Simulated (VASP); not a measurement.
# BaTiO3 (Amm2) in VASP: notebook

The runs below take BaTiO3 through single point, with LDA+U.

Everything below comes from runs of VASP 6.6.1. Logs are shortened: lines on timing, memory, paths and dates and some standing lists are left out, and cuts for length are marked.

## 1. The cell of the first run

The structure is orthorhombic, space group Amm2 (No. 38). The conventional cell has a = 4.018 Å, b = 5.721 Å, c = 5.737 Å, α = 90.00°, β = 90.00°, γ = 90.00°. Within 3.7 Å of Ba (site symmetry mm2) lie 12 O at 2.80 to 2.94 Å and 8 Ti at 3.44 to 3.56 Å. Ti (site symmetry mm2) has 6 O at 1.94 to 2.11 Å within 2.6 Å. Within 3.0 Å of O (site symmetry mm2) lie 2 Ti at 2.01 Å and 4 Ba at 2.80 to 2.94 Å and 8 O at 2.84 to 2.87 Å. O (site symmetry m) has 2 Ti at 1.94 to 2.11 Å within 2.6 Å.

## 2. Single point, LDA+U

File INCAR:

```
ALGO = Normal
EDIFF = 1E-6
ENCUT = 910
GGA_COMPAT = False
ISIF = 2
ISMEAR = 0
LASPH = True
LCHARG = False
LDAU = True
LDAUJ = 0 0 0
LDAUL = -1 2 -1
LDAUPRINT = 1
LDAUTYPE = 2
LDAUU = 0 2 0
LMAXMIX = 4
LREAL = False
LWAVE = False
NBANDS = 28
NELM = 200
PREC = Accurate
SIGMA = 0.01
```

File KPOINTS:

```
k-points
0
Gamma
  5 5 5
```

File POSCAR:

```
BaTiO3
1.0
    4.0184395103      0.0000000000      0.0000000000
    0.0000000000      2.8603465178      2.8686647027
    0.0000000000     -2.8603465178      2.8686647027
Ba Ti O
1 1 3
Direct
    0.0000000000      0.0000000000      0.0000000000
    0.5000000000      0.5124000000      0.5124000000
    0.0000000000      0.4874000000      0.4874000000
    0.5000000000      0.5052400000      0.9918400000
    0.5000000000      0.9918400000      0.5052400000
```

Potentials or basis: VASP PAW LDA potentials, release 64 (Ba_sv, Ti_sv, O_h).

Run with:

```console
> cat potpaw_LDA.64/Ba_sv/POTCAR potpaw_LDA.64/Ti_sv/POTCAR potpaw_LDA.64/O_h/POTCAR > POTCAR
> mpirun -np 1 vasp_std > vasp.out
```

OUTCAR:

```text
EDIFF = 1E-6
   ENCUT = 910
   ISIF = 2
   ISMEAR = 0
   LASPH = True
   LREAL = False
   NELM = 200
   PREC = Accurate

 ion  position               nearest neighbor table
   1  0.000  0.000  0.000-   3 2.80   4 2.84   5 2.84   4 2.84   5 2.84   3 2.86   3 2.86   4 2.87
                             5 2.87   5 2.87   4 2.87   3 2.94   2 3.44   2 3.44   2 3.50   2 3.50
   2  0.500  0.512  0.512-   4 1.94   5 1.94   3 2.01   3 2.01   5 2.11   4 2.11   1 3.44   1 3.44
                             1 3.50   1 3.50   1 3.50   1 3.50   1 3.56   1 3.56
   3  0.000  0.487  0.487-   2 2.01   2 2.01   1 2.80   1 2.86   1 2.86   1 2.94
   4  0.500  0.505  0.992-   2 1.94   2 2.11   1 2.84   1 2.84   1 2.87   1 2.87
   5  0.500  0.992  0.505-   2 1.94   2 2.11   1 2.84   1 2.84   1 2.87   1 2.87

  LATTYP: Found a base centered orthorhombic cell.
 ALAT       =     5.7206930356
 B/A-ratio  =     1.0029081039
 C/A-ratio  =     0.7024392823

  Lattice vectors:

 A1 = (   0.0000000000,   2.8603465178,  -2.8686647027)
 A2 = (   0.0000000000,   2.8603465178,   2.8686647027)
 A3 = (   4.0184395103,   0.0000000000,   0.0000000000)

Analysis of symmetry for initial positions (statically):
=====================================================================
 Subroutine PRICEL returns:
 Original cell was already a primitive cell.

 Routine SETGRP: Setting up the symmetry group for a
 base centered orthorhombic supercell.

 Subroutine GETGRP returns: Found  4 space group operations
 (whereof  4 operations were pure point group operations)
 out of a pool of  8 trial point group operations.

The static configuration has the point symmetry C_2v.

Analysis of symmetry for dynamics (positions and initial velocities):
=====================================================================
 Subroutine PRICEL returns:
 Original cell was already a primitive cell.

 Routine SETGRP: Setting up the symmetry group for a
 base centered orthorhombic supercell.

 Subroutine GETGRP returns: Found  4 space group operations
 (whereof  4 operations were pure point group operations)
 out of a pool of  8 trial point group operations.

The dynamic configuration has the point symmetry C_2v.

 Subroutine INISYM returns: Found  4 space group operations
 (whereof  4 operations are pure point group operations),
 and found     1 'primitive' translations

----------------------------------------------------------------------------------------

                                     Primitive cell

  volume of cell :      65.9456

  direct lattice vectors                    reciprocal lattice vectors
     4.018439510  0.000000000  0.000000000     0.248852819  0.000000000  0.000000000
     0.000000000  2.860346518  2.868664703     0.000000000  0.174803996  0.174297121
     0.000000000 -2.860346518  2.868664703     0.000000000 -0.174803996  0.174297121

  length of vectors
     4.018439510  4.051026954  4.051026954     0.248852819  0.246852027  0.246852027

  position of ions in fractional coordinates (direct lattice)
     0.000000000  0.000000000  0.000000000
     0.500000000  0.512400000  0.512400000
     0.000000000  0.487400000  0.487400000
     0.500000000  0.505240000  0.991840000
     0.500000000  0.991840000  0.505240000

  ion indices of the primitive-cell ions
   primitive index   ion index
                 1           1
                 2           2
                 3           3
                 4           4
                 5           5

----------------------------------------------------------------------------------------

 KPOINTS: k-points

Automatic generation of k-mesh.
 Grid dimensions read from file:
 generate k-points for:    5    5    5

 Generating k-lattice:

  Cartesian coordinates                     Fractional coordinates (reciprocal lattice)
     0.049770564  0.000000000  0.000000000     0.200000000  0.000000000  0.000000000
     0.000000000  0.034960799  0.034859424     0.000000000  0.200000000  0.000000000
     0.000000000 -0.034960799  0.034859424     0.000000000  0.000000000  0.200000000

  Length of vectors
     0.049770564  0.049370405  0.049370405

  Shift w.r.t. Gamma in fractional coordinates (k-lattice)
     0.000000000  0.000000000  0.000000000

 Subroutine IBZKPT returns following result:
 ===========================================

 Found     27 irreducible k-points:

 Following reciprocal coordinates:
            Coordinates               Weight
  0.000000  0.000000  0.000000      1.000000
  0.200000  0.000000  0.000000      2.000000
  0.400000  0.000000  0.000000      2.000000
  0.000000  0.200000 -0.000000      4.000000
  0.200000  0.200000 -0.000000      8.000000
  0.400000  0.200000 -0.000000      8.000000
[... 16 lines left out ...]
  0.200000  0.400000  0.400000      4.000000
  0.400000  0.400000  0.400000      4.000000
 [... further k-points ...]
   k-points           NKPTS =     27   k-points in BZ     NKDIM =     27   number of bands    NBANDS=     28
   number of dos      NEDOS =    301   number of ions     NIONS =      5
   total plane-waves  NPLWV =  64000
   dimension x,y,z NGX =    40 NGY =   40 NGZ =   40
   dimension x,y,z NGXF=    80 NGYF=   80 NGZF=   80
   ions per type =               1   1   3
   NGX,Y,Z   is equivalent  to a cutoff of  16.55, 16.42, 16.42 a.u.
   NGXF,Y,Z  is equivalent  to a cutoff of  33.10, 32.83, 32.83 a.u.
 SYSTEM =  unknown system
   PREC   = accura    normal or accurate (medium, high low for compatibility)
   ISTART =      0    job   : 0-new  1-cont  2-samecut
   ICHARG =      2    charge: 1-file 2-atom 10-const
   ISPIN  =      1    spin polarized calculation?
   LNONCOLLINEAR =      F non collinear calculations
   LSORBIT =      F    spin-orbit coupling
   LASPH  =      T    aspherical Exc in radial PAW
   ENCUT  =  910.0 eV  66.88 Ry    8.18 a.u.   9.88  9.96  9.96*2*pi/ulx,y,z
   NELM   =    200;   NELMIN=  2; NELMDL= -5     # of ELM steps
   EDIFF  = 0.1E-05   stopping-criterion for ELM
   LREAL  =      F    real-space projection
   EDIFFG = 0.1E-04   stopping-criterion for IOM
   NSW    =      0    number of steps for IOM
   IBRION =     -1    ionic relax: 0-MD 1-quasi-New 2-CG
   NFREE  =      0    steps in history (QN), initial steepest desc. (CG)
   ISIF   =      2    stress and relaxation
   ISYM   =      2    0-nonsym 1-usesym 2-fastsym
   POTIM  = 0.5000    time-step for ionic-motion
   TEBEG  =    0.0;   TEEND  =   0.0 temperature during run
   PSTRESS=    0.0 pullay stress
   NELECT =      40.0000    total number of electrons
   NUPDOWN=      -1.0000    fix difference up-down
   EMIN   =  10.00;   EMAX   =-10.00  energy-range for DOS
   EFERMI =   0.00;   METHOD = LEGACY
   ISMEAR =     0;   SIGMA  =   0.01  broadening in eV -4-tet -1-fermi 0-gaus
   EFERMI_NEDOS =   21; number of points for ismear=-14 and -15
   IALGO  =     38    algorithm
   IMIX   =      4    mixing-type and parameters
     AMIX     =   0.40;   BMIX     =  1.00
     AMIX_MAG =   1.60;   BMIX_MAG =  1.00
  volume/ion in A,a.u.               =      13.19        89.00
  Fermi-wavevector in a.u.,A,eV,Ry     =   1.385797  2.618776 26.129072  1.920433
  Thomas-Fermi vector in A             =   2.510173
   LORBIT       =      0    0 simple, 1 ext, 2 COOP (PROOUT), +10 PAW based schemes
 LDA+U is selected, type is set to LDAUTYPE =  2
   angular momentum for each species LDAUL =    -1    2   -1
   U (eV)           for each species LDAUU =   0.0  2.0  0.0
   J (eV)           for each species LDAUJ =   0.0  0.0  0.0
   GGA     = CA    functional components
   LHFCALC =     F    Hartree Fock is set to
   AEXX    =    0.0000 exact exchange contribution
   IVDW    =     0    specifies the selected vdW correction
   LEPSILON=     F    determine dielectric tensor
   LRPA    =     F    only Hartree local field effects (RPA)
 non-spin polarized calculation
 Gauss-broadening in eV      SIGMA  =   0.01
  energy-cutoff  :      910.00
  volume of cell :       65.95
 maximum number of plane-waves:      4123
 NGX is ok and might be reduce to    40
   NGX = 19   NGY = 19   NGZ = 19

atom =   2  type =  2  l = 2

 onsite density matrix

spin component  1

  0.1178  0.0000  0.0000  0.0000  0.0000
  0.0000  0.2409  0.0000  0.0000  0.0000
  0.0000  0.0000  0.1466  0.0000 -0.0512
  0.0000  0.0000  0.0000  0.1194  0.0000
  0.0000  0.0000 -0.0512  0.0000  0.2098

spin component  2

  0.1178  0.0000  0.0000  0.0000  0.0000
  0.0000  0.2409  0.0000  0.0000  0.0000
  0.0000  0.0000  0.1466  0.0000 -0.0512
  0.0000  0.0000  0.0000  0.1194  0.0000
  0.0000  0.0000 -0.0512  0.0000  0.2098

 occupancies and eigenvectors

  o =  0.1178  v =  1.0000  0.0000  0.0000  0.0000  0.0000  0.0000  0.0000  0.0000  0.0000  0.0000      0.0000  0.0000  0.0000  0.0000  0.0000  0.0000  0.0000  0.0000  0.0000  0.0000
  o =  0.1178  v =  0.0000  0.0000  0.0000  0.0000  0.0000  1.0000  0.0000  0.0000  0.0000  0.0000      0.0000  0.0000  0.0000  0.0000  0.0000  0.0000  0.0000  0.0000  0.0000  0.0000
  o =  0.1180  v =  0.0000  0.0000 -0.8734  0.0000 -0.4870  0.0000  0.0000  0.0000  0.0000  0.0000      0.0000  0.0000  0.0000  0.0000  0.0000  0.0000  0.0000  0.0000  0.0000  0.0000
  o =  0.1180  v =  0.0000  0.0000  0.0000  0.0000  0.0000  0.0000  0.0000 -0.8734  0.0000 -0.4870      0.0000  0.0000  0.0000  0.0000  0.0000  0.0000  0.0000  0.0000  0.0000  0.0000
  o =  0.1194  v =  0.0000  0.0000  0.0000  1.0000  0.0000  0.0000  0.0000  0.0000  0.0000  0.0000      0.0000  0.0000  0.0000  0.0000  0.0000  0.0000  0.0000  0.0000  0.0000  0.0000
  o =  0.1194  v =  0.0000  0.0000  0.0000  0.0000  0.0000  0.0000  0.0000  0.0000  1.0000  0.0000      0.0000  0.0000  0.0000  0.0000  0.0000  0.0000  0.0000  0.0000  0.0000  0.0000
  o =  0.2384  v =  0.0000  0.0000  0.0000  0.0000  0.0000  0.0000  0.0000 -0.4870  0.0000  0.8734      0.0000  0.0000  0.0000  0.0000  0.0000  0.0000  0.0000  0.0000  0.0000  0.0000
  o =  0.2384  v =  0.0000  0.0000 -0.4870  0.0000  0.8734  0.0000  0.0000  0.0000  0.0000  0.0000      0.0000  0.0000  0.0000  0.0000  0.0000  0.0000  0.0000  0.0000  0.0000  0.0000
  o =  0.2409  v =  0.0000  0.0000  0.0000  0.0000  0.0000  0.0000  1.0000  0.0000  0.0000  0.0000      0.0000  0.0000  0.0000  0.0000  0.0000  0.0000  0.0000  0.0000  0.0000  0.0000
  o =  0.2409  v =  0.0000  1.0000  0.0000  0.0000  0.0000  0.0000  0.0000  0.0000  0.0000  0.0000      0.0000  0.0000  0.0000  0.0000  0.0000  0.0000  0.0000  0.0000  0.0000  0.0000

 number of electron      39.9999996 magnetization

 Free energy of the ion-electron system (eV)
  ---------------------------------------------------
  ext. energy  EPLUGINS =         0.00000000
  ---------------------------------------------------
  free energy    TOTEN  =       -42.65812450 eV

  energy without entropy =      -42.65812450  energy(sigma->0) =      -42.65812450

 E-fermi :   3.7293     XC(G=0): -11.5981

 val. band max:        3.5970138720   @ k =   0.4000   0.4000   0.4000
 cond. band min:       5.6485401045   @ k =   0.0000   0.0000   0.0000
 fundamental gap:      2.0515262324
 Fermi energy:         3.7293496826

 k-point     1 :       0.0000    0.0000    0.0000
  band No.  band energies     occupation
      1     -52.7419      2.00000
      2     -29.3327      2.00000
      3     -29.3319      2.00000
      4     -29.3176      2.00000
      5     -21.0041      2.00000
      6     -12.8176      2.00000
[... 20 lines left out ...]
     27       8.6177      0.00000
     28      10.5618      0.00000

 k-point     2 :       0.2000    0.0000    0.0000
  band No.  band energies     occupation
      1     -52.7416      2.00000
      2     -29.3336      2.00000
      3     -29.3320      2.00000
      4     -29.3310      2.00000
      5     -20.9666      2.00000
      6     -12.8446      2.00000
[... 20 lines left out ...]
     27       9.3093      0.00000
     28      11.4969      0.00000

 k-point     3 :       0.4000    0.0000    0.0000
  band No.  band energies     occupation
      1     -52.7411      2.00000
      2     -29.3589      2.00000
      3     -29.3310      2.00000
      4     -29.3301      2.00000
      5     -20.9044      2.00000
      6     -12.9835      2.00000
[... 616 lines left out ...]
      3     -29.3669      2.00000
      4     -29.3299      2.00000
      5     -20.8214      2.00000
      6     -12.3858      2.00000
[... 20 lines left out ...]
     27      11.7078      0.00000
     28      12.0084      0.00000

 k-point    24 :       0.4000    0.4000    0.4000
  band No.  band energies     occupation
      1     -52.7396      2.00000
      2     -29.3661      2.00000
      3     -29.3655      2.00000
      4     -29.3546      2.00000
      5     -20.7837      2.00000
      6     -12.0961      2.00000
[... 20 lines left out ...]
     27      11.1127      0.00000
     28      11.1441      0.00000

 [... further k-points ...]
[... 5 lines left out ...]
  --------------------------------------------------------------------------------------
  -------------------------------------------------------------------------------------
  Total       -3.8283405     -3.6865584     -3.9544694      0.0000000      0.0000000      0.0000000
  in kB      -93.0112048    -89.5665459    -96.0755626      0.0000000      0.0000000      0.0000000
  external PRESSURE =     -92.8844378 kB  Pullay stress =       0.0000000 kB

 VOLUME and BASIS-vectors are now :
 -----------------------------------------------------------------------------
  energy-cutoff  :      910.00
  volume of cell :       65.95
      direct lattice vectors                 reciprocal lattice vectors
     4.018439510  0.000000000  0.000000000     0.248852819  0.000000000  0.000000000
     0.000000000  2.860346518  2.868664703     0.000000000  0.174803996  0.174297121
     0.000000000 -2.860346518  2.868664703     0.000000000 -0.174803996  0.174297121

 POSITION                                       TOTAL-FORCE (eV/Angst)
 -----------------------------------------------------------------------------------
      0.00000      0.00000      0.00000         0.000000      0.000000      0.163431
      2.00922      0.00000      2.93981         0.000000      0.000000      0.063831
      0.00000      0.00000      2.79637         0.000000      0.000000      0.240199
      2.00922     -1.39184      4.29462         0.000000      0.005130     -0.233731
      2.00922      1.39184      4.29462         0.000000     -0.005130     -0.233731
 -----------------------------------------------------------------------------------
    total drift:                                0.000000      0.000000      0.001182

  FREE ENERGIE OF THE ION-ELECTRON SYSTEM (eV)
  ---------------------------------------------------
  free  energy   TOTEN  =       -42.6581245027 eV

  energy  without entropy=      -42.6581245027  energy(sigma->0) =      -42.65812450
```

Wall time 84 s (1 thread of Intel Xeon Platinum 8259CL at 2.50GHz (Skylake/Cascade Lake), shared host); peak memory 0.28 GiB.

What came out:

- Free energy: -42.6581 eV
- Pressure: -9.3 GPa
- Largest force: 0.240 eV/Å
- Band gap on the k mesh: 2.05 eV (least direct gap 2.16 eV)

Forces in eV/Å, atoms in the order of the input:
```
Ba   0.000  0.000  0.163
Ti   0.000  0.000  0.064
O    0.000  0.000  0.240
O    0.000  0.005 -0.234
O    0.000 -0.005 -0.234
```

Stress tensor (GPa, compression positive):
```
-9.30  0.00  0.00
 0.00 -8.96  0.00
 0.00  0.00 -9.61
```

Eigenvalues of the final occupation matrices:
```tsv
site	spin	trace	eigenvalues
site 2 d	1	0.83	0.12 0.12 0.12 0.24 0.24
site 2 d	2	0.83	0.12 0.12 0.12 0.24 0.24
```

Caveat: the cutoff is under 1.25 times the usual one of these potentials, so pressure, stress and relaxed cells hold a basis-set (Pulay) error; the cell stands under tension; spin-orbit coupling is left out, which moves the levels of the heavy elements; an odd mesh through Γ misses points on the zone boundary, where band edges can lie.

## 3. Single point, LDA+U

This run uses another cell than the first one, of 11.90 Å³/atom.

File INCAR:

```
PREC     = Accurate       # precision mode
ENCUT    = 910            # plane-wave cutoff, eV
EDIFF    = 1E-6           # SCF threshold, eV
ISMEAR   = 0              # smearing method
SIGMA    = 0.01           # smearing width, eV
LREAL    = F              # projectors in reciprocal space
LASPH    = T              # aspherical terms in the spheres
NELM     = 200            # most SCF steps
ALGO     = Normal         # electronic algorithm
ISIF     = 2              # what is computed and relaxed
LWAVE    = F              # write WAVECAR
LCHARG   = F              # write CHGCAR
LMAXMIX  = 4              # l up to which the mixer works
LDAU     = T              # DFT+U
LDAUTYPE = 2            
LDAUL    = -1 2 -1        # shell
LDAUU    = 0 2 0          # U, eV
LDAUJ    = 0 0 0        
LDAUPRINT= 1            
GGA      = CA             # functional
NBANDS   = 28             # bands
GGA_COMPAT= F
```

File KPOINTS:

```
regular mesh
0
Gamma
  5 5 5
```

Edit POSCAR of step 2 so:

```diff
@@ -2,5 +2,5 @@
 1.0
-    4.0184395103      0.0000000000      0.0000000000
-    0.0000000000      2.8603465178      2.8686647027
-    0.0000000000     -2.8603465178      2.8686647027
+    3.8832622808      0.0000000000      0.0000000000
+    0.0000000000      2.7641266502      2.7721650178
+    0.0000000000     -2.7641266502      2.7721650178
 Ba Ti O
```

Potentials or basis: VASP PAW LDA potentials, release 64 (Ba_sv, Ti_sv, O_h).

Run with:

```console
> cat potpaw_LDA.64/Ba_sv/POTCAR potpaw_LDA.64/Ti_sv/POTCAR potpaw_LDA.64/O_h/POTCAR > POTCAR
> mpirun -np 1 vasp_std > vasp.out
```

It took 99 s on 1 thread of Intel Xeon Platinum 8488C (Sapphire Rapids), shared host; peak memory 0.26 GiB.

The run converged. Its results:

```
Free energy            : -42.6565 eV
Pressure               : 10.4 GPa
Largest force          : 0.526 eV/Å
Band gap on the k mesh : 2.27 eV
```

Forces on the atoms (eV/Å):
```
Ba   0.000  0.000  0.182
Ti   0.000  0.000 -0.526
O    0.000  0.000  0.192
O    0.000 -0.405  0.076
O    0.000  0.405  0.076
```

Stress tensor (GPa, compression positive):
```
10.53  0.00  0.00
 0.00 10.62  0.00
 0.00  0.00  9.94
```

Levels at points of the mesh, in eV from the valence-band top:
| k point | band 17 | band 18 | band 19 | band 20 | band 21 | band 22 | band 23 | band 24 |
| --- | --- | --- | --- | --- | --- | --- | --- | --- |
| (0.00, 0.00, 0.00) | -1.11 | -0.16 | -0.05 | 0.00 | 2.27 | 2.33 | 2.51 | 4.71 |

Eigenvalues of the final occupation matrices:
| site | spin | trace | eigenvalues |
| --- | --- | --- | --- |
| site 2 d | 1 | 0.90 | 0.12 0.12 0.13 0.26 0.26 |
| site 2 d | 2 | 0.90 | 0.12 0.12 0.13 0.26 0.26 |

Caveat: the cutoff is under 1.25 times the usual one of these potentials, so pressure, stress and relaxed cells hold a basis-set (Pulay) error; the cell stands under pressure; spin-orbit coupling is left out, which moves the levels of the heavy elements; an odd mesh through Γ misses points on the zone boundary, where band edges can lie.
